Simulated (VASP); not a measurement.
# Zn (Fd-3m) in VASP: further runs

The runs below take Zn through single point, with PBE.

All numbers are computed with VASP 6.6.1; they aren't measurements. Logs are shortened: lines on timing, memory, paths and dates and some standing lists are left out, and cuts for length are marked.

**1. The cell of the first run**

Symmetry: Fd-3m, No. 227, cubic system. The conventional cell has a = 5.192 Å, b = 5.192 Å, c = 5.192 Å, α = 90.00°, β = 90.00°, γ = 90.00°. Zn (site symmetry -43m) has 4 Zn at 2.25 Å within 3.0 Å.

This isn't the form of Zn at room conditions, which is hcp.

**2. Single point, PBE**

INCAR reads:

```
SYSTEM = Zn
ALGO = Normal
EDIFF = 1E-7
ENCUT = 520
GGA = PE
ISIF = 2
ISMEAR = -1
LASPH = .TRUE.
LCHARG = .FALSE.
LREAL = .FALSE.
LWAVE = .FALSE.
NBANDS = 19
NELM = 100
PREC = Accurate
SIGMA = 0.08
```

KPOINTS reads:

```
k-points
0
G
  13 13 13
  0 0 0
```

POSCAR reads:

```
Zn
1.0
    0.0000000000      2.5961294806      2.5961294806
    2.5961294806      0.0000000000      2.5961294806
    2.5961294806      2.5961294806      0.0000000000
Zn
2
Direct
   -0.1250000000     -0.1250000000     -0.1250000000
    0.1250000000      0.1250000000      0.1250000000
```

Potentials or basis: VASP PAW PBE potentials, release 64 (Zn).

Command:

```bash
$ cat potpaw_PBE.64/Zn/POTCAR > POTCAR
$ mpirun -np 1 vasp_std > vasp.out
```

OUTCAR:

```text
SYSTEM = Zn
   EDIFF = 1E-7
   ENCUT = 520
   GGA = PE
   ISIF = 2
   ISMEAR = -1
   LASPH = .TRUE.
   LREAL = .FALSE.
   NELM = 100
   PREC = Accurate

 ion  position               nearest neighbor table
   1  0.875  0.875  0.875-   2 2.25   2 2.25   2 2.25   2 2.25
   2  0.125  0.125  0.125-   1 2.25   1 2.25   1 2.25   1 2.25

  LATTYP: Found a face centered cubic cell.
 ALAT       =     5.1922589612

  Lattice vectors:

 A1 = (   0.0000000000,   2.5961294806,   2.5961294806)
 A2 = (   2.5961294806,   0.0000000000,   2.5961294806)
 A3 = (   2.5961294806,   2.5961294806,   0.0000000000)

Analysis of symmetry for initial positions (statically):
=====================================================================
 Subroutine PRICEL returns:
 Original cell was already a primitive cell.

 Routine SETGRP: Setting up the symmetry group for a
 face centered cubic supercell.

 Subroutine GETGRP returns: Found 48 space group operations
 (whereof 12 operations were pure point group operations)
 out of a pool of 48 trial point group operations.

The static configuration has the point symmetry D_3d.
 The point group associated with its full space group is O_h .

Analysis of symmetry for dynamics (positions and initial velocities):
=====================================================================
 Subroutine PRICEL returns:
 Original cell was already a primitive cell.

 Routine SETGRP: Setting up the symmetry group for a
 face centered cubic supercell.

 Subroutine GETGRP returns: Found 48 space group operations
 (whereof 12 operations were pure point group operations)
 out of a pool of 48 trial point group operations.

The dynamic configuration has the point symmetry D_3d.
 The point group associated with its full space group is O_h .

 Subroutine INISYM returns: Found 48 space group operations
 (whereof 12 operations are pure point group operations),
 and found     1 'primitive' translations

----------------------------------------------------------------------------------------

                                     Primitive cell

  volume of cell :      34.9952

  direct lattice vectors                    reciprocal lattice vectors
     0.000000000  2.596129481  2.596129481    -0.192594400  0.192594400  0.192594400
     2.596129481  0.000000000  2.596129481     0.192594400 -0.192594400  0.192594400
     2.596129481  2.596129481  0.000000000     0.192594400  0.192594400 -0.192594400

  length of vectors
     3.671481521  3.671481521  3.671481521     0.333583286  0.333583286  0.333583286

  position of ions in fractional coordinates (direct lattice)
     0.875000000  0.875000000  0.875000000
     0.125000000  0.125000000  0.125000000

  ion indices of the primitive-cell ions
   primitive index   ion index
                 1           1
                 2           2

----------------------------------------------------------------------------------------

 KPOINTS: k-points

Automatic generation of k-mesh.
 Grid dimensions read from file:
 generate k-points for:   13   13   13

 Generating k-lattice:

  Cartesian coordinates                     Fractional coordinates (reciprocal lattice)
    -0.014814954  0.014814954  0.014814954     0.076923077  0.000000000  0.000000000
     0.014814954 -0.014814954  0.014814954     0.000000000  0.076923077  0.000000000
     0.014814954  0.014814954 -0.014814954     0.000000000  0.000000000  0.076923077

  Length of vectors
     0.025660253  0.025660253  0.025660253

  Shift w.r.t. Gamma in fractional coordinates (k-lattice)
     0.000000000  0.000000000  0.000000000

 Subroutine IBZKPT returns following result:
 ===========================================

 Found     84 irreducible k-points:

 Following reciprocal coordinates:
            Coordinates               Weight
  0.000000  0.000000  0.000000      1.000000
  0.076923  0.000000  0.000000      8.000000
  0.153846  0.000000  0.000000      8.000000
  0.230769  0.000000  0.000000      8.000000
  0.307692  0.000000  0.000000      8.000000
  0.384615  0.000000  0.000000      8.000000
[... 16 lines left out ...]
  0.384615  0.153846  0.000000     24.000000
  0.461538  0.153846  0.000000     24.000000
 [... further k-points ...]
   k-points           NKPTS =     84   k-points in BZ     NKDIM =     84   number of bands    NBANDS=     19
   number of dos      NEDOS =    301   number of ions     NIONS =      2
   total plane-waves  NPLWV =  21952
   dimension x,y,z NGX =    28 NGY =   28 NGZ =   28
   dimension x,y,z NGXF=    56 NGYF=   56 NGZF=   56
   ions per type =               2
   NGX,Y,Z   is equivalent  to a cutoff of  12.68, 12.68, 12.68 a.u.
   NGXF,Y,Z  is equivalent  to a cutoff of  25.36, 25.36, 25.36 a.u.
 SYSTEM =  Zn
   PREC   = accura    normal or accurate (medium, high low for compatibility)
   ISTART =      0    job   : 0-new  1-cont  2-samecut
   ICHARG =      2    charge: 1-file 2-atom 10-const
   ISPIN  =      1    spin polarized calculation?
   LNONCOLLINEAR =      F non collinear calculations
   LSORBIT =      F    spin-orbit coupling
   LASPH  =      T    aspherical Exc in radial PAW
   ENCUT  =  520.0 eV  38.22 Ry    6.18 a.u.   6.83  6.83  6.83*2*pi/ulx,y,z
   NELM   =    100;   NELMIN=  2; NELMDL= -5     # of ELM steps
   EDIFF  = 0.1E-06   stopping-criterion for ELM
   LREAL  =      F    real-space projection
   EDIFFG = 0.1E-05   stopping-criterion for IOM
   NSW    =      0    number of steps for IOM
   IBRION =     -1    ionic relax: 0-MD 1-quasi-New 2-CG
   NFREE  =      0    steps in history (QN), initial steepest desc. (CG)
   ISIF   =      2    stress and relaxation
   ISYM   =      2    0-nonsym 1-usesym 2-fastsym
   POTIM  = 0.5000    time-step for ionic-motion
   TEBEG  =    0.0;   TEEND  =   0.0 temperature during run
   PSTRESS=    0.0 pullay stress
   NELECT =      24.0000    total number of electrons
   NUPDOWN=      -1.0000    fix difference up-down
   EMIN   =  10.00;   EMAX   =-10.00  energy-range for DOS
   EFERMI =   0.00;   METHOD = LEGACY
   ISMEAR =    -1;   SIGMA  =   0.08  broadening in eV -4-tet -1-fermi 0-gaus
   EFERMI_NEDOS =   21; number of points for ismear=-14 and -15
   IALGO  =     38    algorithm
   IMIX   =      4    mixing-type and parameters
     AMIX     =   0.40;   BMIX     =  1.00
     AMIX_MAG =   1.60;   BMIX_MAG =  1.00
  volume/ion in A,a.u.               =      17.50       118.08
  Fermi-wavevector in a.u.,A,eV,Ry     =   1.443695  2.728189 28.358029  2.084256
  Thomas-Fermi vector in A             =   2.562074
   LORBIT       =      0    0 simple, 1 ext, 2 COOP (PROOUT), +10 PAW based schemes
   GGA     = PE    functional components
   LHFCALC =     F    Hartree Fock is set to
   AEXX    =    0.0000 exact exchange contribution
   IVDW    =     0    specifies the selected vdW correction
   LEPSILON=     F    determine dielectric tensor
   LRPA    =     F    only Hartree local field effects (RPA)
 non-spin polarized calculation
  energy-cutoff  :      520.00
  volume of cell :       35.00
 maximum number of plane-waves:       956
   NGX = 13   NGY = 13   NGZ = 13

 number of electron      23.9999972 magnetization

 Free energy of the ion-electron system (eV)
  ---------------------------------------------------
  ext. energy  EPLUGINS =         0.00000000
  ---------------------------------------------------
  free energy    TOTEN  =        -0.56318784 eV

  energy without entropy =       -0.54833236  energy(sigma->0) =       -0.55576010

 E-fermi :   1.9076     XC(G=0): -10.5672

 val. band max:        1.8885854724   @ k =  -0.3077   0.4615   0.2308
 cond. band min:       2.0015948113   @ k =  -0.4615   0.3846   0.0769
 fundamental gap:      0.1130093389
 Fermi energy:         1.9075652303

 k-point     1 :       0.0000    0.0000    0.0000
  band No.  band energies     occupation
      1      -7.4769      2.00000
      2      -6.4647      2.00000
      3      -6.4647      2.00000
      4      -6.4647      2.00000
      5      -6.4203      2.00000
      6      -6.4203      2.00000
[... 11 lines left out ...]
     18      12.7234      0.00000
     19      13.1461      0.00000

 k-point     2 :       0.0769    0.0000    0.0000
  band No.  band energies     occupation
      1      -7.3843      2.00000
      2      -6.5057      2.00000
      3      -6.5057      2.00000
      4      -6.4615      2.00000
      5      -6.3675      2.00000
      6      -6.3675      2.00000
[... 11 lines left out ...]
     18      13.1369      0.00000
     19      13.8337      0.00000

 k-point     3 :       0.1538    0.0000    0.0000
  band No.  band energies     occupation
      1      -7.1207      2.00000
      2      -6.5432      2.00000
      3      -6.5432      2.00000
      4      -6.4489      2.00000
      5      -6.3001      2.00000
      6      -6.3001      2.00000
[... 11 lines left out ...]
     18      13.6876      0.00000
     19      14.7753      0.00000

 k-point     4 :       0.2308    0.0000    0.0000
  band No.  band energies     occupation
      1      -6.7584      2.00000
      2      -6.5579      2.00000
      3      -6.5579      2.00000
      4      -6.4092      2.00000
      5      -6.2522      2.00000
      6      -6.2522      2.00000
[... 11 lines left out ...]
     18      13.3874      0.00000
     19      14.9811      0.00000

 k-point     5 :       0.3077    0.0000    0.0000
  band No.  band energies     occupation
      1      -6.5503      2.00000
      2      -6.5503      2.00000
      3      -6.5225      2.00000
      4      -6.2873      2.00000
      5      -6.2379      2.00000
      6      -6.2379      2.00000
[... 11 lines left out ...]
     18      12.7636      0.00000
     19      16.0045      0.00000

 k-point     6 :       0.3846    0.0000    0.0000
  band No.  band energies     occupation
      1      -6.5271      2.00000
      2      -6.5271      2.00000
      3      -6.4523      2.00000
      4      -6.2537      2.00000
      5      -6.2537      2.00000
      6      -6.2005      2.00000
[... 11 lines left out ...]
     18      12.2363      0.00000
     19      17.4868      0.00000

 k-point     7 :       0.4615    0.0000    0.0000
  band No.  band energies     occupation
      1      -6.5042      2.00000
      2      -6.5042      2.00000
      3      -6.4195      2.00000
      4      -6.2764      2.00000
      5      -6.2764      2.00000
      6      -6.1937      2.00000
[... 11 lines left out ...]
     18      11.9303      0.00000
     19      19.0985      0.00000

 k-point     8 :       0.0769    0.0769    0.0000
  band No.  band energies     occupation
      1      -7.3530      2.00000
      2      -6.5442      2.00000
      3      -6.4647      2.00000
      4      -6.4647      2.00000
      5      -6.3980      2.00000
      6      -6.3265      2.00000
[... 256 lines left out ...]
 k-point    20 :       0.1538    0.1538    0.0000
  band No.  band energies     occupation
      1      -6.9939      2.00000
      2      -6.6230      2.00000
      3      -6.4660      2.00000
      4      -6.4659      2.00000
      5      -6.3327      2.00000
      6      -6.2039      2.00000
[... 11 lines left out ...]
     18      13.2825      0.00000
     19      15.6676      0.00000

 k-point    21 :       0.2308    0.1538    0.0000
  band No.  band energies     occupation
      1      -6.7065      2.00000
      2      -6.6485      2.00000
      3      -6.4741      2.00000
      4      -6.4542      2.00000
      5      -6.2812      2.00000
      6      -6.1412      2.00000
[... 11 lines left out ...]
     18      13.9724      0.00000
     19      16.4401      0.00000

 k-point    22 :       0.3077    0.1538    0.0000
  band No.  band energies     occupation
      1      -6.6565      2.00000
      2      -6.5112      2.00000
      3      -6.4807      2.00000
      4      -6.3080      2.00000
      5      -6.2373      2.00000
      6      -6.0956      2.00000
[... 11 lines left out ...]
     18      13.8851      0.00000
     19      16.0159      0.00000

 k-point    23 :       0.3846    0.1538    0.0000
  band No.  band energies     occupation
      1      -6.6496      2.00000
      2      -6.4854      2.00000
      3      -6.4761      2.00000
      4      -6.2095      2.00000
      5      -6.1601      2.00000
      6      -6.0884      2.00000
[... 11 lines left out ...]
     18      13.3476      0.00000
     19      15.5896      0.00000

 k-point    24 :       0.4615    0.1538    0.0000
  band No.  band energies     occupation
      1      -6.6359      2.00000
      2      -6.4994      2.00000
      3      -6.4402      2.00000
      4      -6.1849      2.00000
      5      -6.1336      2.00000
      6      -6.1200      2.00000
[... 11 lines left out ...]
     18      14.0205      0.00000
     19      15.5264      0.00000

 [... further k-points ...]
[... 5 lines left out ...]
  --------------------------------------------------------------------------------------
  -------------------------------------------------------------------------------------
  Total        4.9360030      4.9360030      4.9360030      0.0000000      0.0000000     -0.0000000
  in kB      225.9836162    225.9836162    225.9836162      0.0000000      0.0000000     -0.0000000
  external PRESSURE =     225.9836162 kB  Pullay stress =       0.0000000 kB

 VOLUME and BASIS-vectors are now :
 -----------------------------------------------------------------------------
  energy-cutoff  :      520.00
  volume of cell :       35.00
      direct lattice vectors                 reciprocal lattice vectors
     0.000000000  2.596129481  2.596129481    -0.192594400  0.192594400  0.192594400
     2.596129481  0.000000000  2.596129481     0.192594400 -0.192594400  0.192594400
     2.596129481  2.596129481  0.000000000     0.192594400  0.192594400 -0.192594400

 POSITION                                       TOTAL-FORCE (eV/Angst)
 -----------------------------------------------------------------------------------
      4.54323      4.54323      4.54323        -0.000000     -0.000000     -0.000000
      0.64903      0.64903      0.64903         0.000000      0.000000      0.000000
 -----------------------------------------------------------------------------------
    total drift:                                0.000000      0.000000     -0.000000

  FREE ENERGIE OF THE ION-ELECTRON SYSTEM (eV)
  ---------------------------------------------------
  free  energy   TOTEN  =        -0.5631878412 eV

  energy  without entropy=       -0.5483323620  energy(sigma->0) =       -0.55576010
```

Wall time 47 s (1 thread of Intel Xeon Platinum 8488C (Sapphire Rapids), shared host); peak memory 0.17 GiB.

Results:

* Free energy: -0.5632 eV
* Pressure: 22.6 GPa
* Band gap on the k mesh: zero (bands 12 and 13 overlap by 8.27 eV)

Caveat: the cell stands under pressure.

**3. Single point, PBE**

INCAR reads:

```
ALGO = Normal
EDIFF = 1E-7
ENCUT = 520
GGA = PE
ISIF = 2
ISMEAR = -1
LASPH = True
LCHARG = False
LREAL = False
LWAVE = False
NBANDS = 19
NELM = 60
PREC = Accurate
SIGMA = 0.08
```

KPOINTS reads:

```
k-points
0
Gamma
  13 13 13
```

POSCAR is that of step 2.

Potentials or basis: VASP PAW PBE potentials, release 64 (Zn).

Command:

```bash
$ cat potpaw_PBE.64/Zn/POTCAR > POTCAR
$ mpirun -np 1 vasp_std > vasp.out
```

Run time: 42 s. Hardware: 1 thread of Intel Xeon Platinum 8488C (Sapphire Rapids), shared host; peak memory 0.18 GiB.

The run converged. Its results:

```yaml
Free_energy: -0.5632 eV
Pressure: 22.6 GPa
Band_gap_on_the_k_mesh: zero (bands 12 and 13 overlap by 8.27 eV)
```

Levels at points of the mesh, in eV from the Fermi level:
```tsv
k point	band 9	band 10	band 11	band 12	band 13	band 14	band 15	band 16
(0.00, 0.00, 0.00)	-7.36	-6.93	-6.93	7.02	7.02	7.02	8.30	8.30
```

Caveat: the cell stands under pressure.
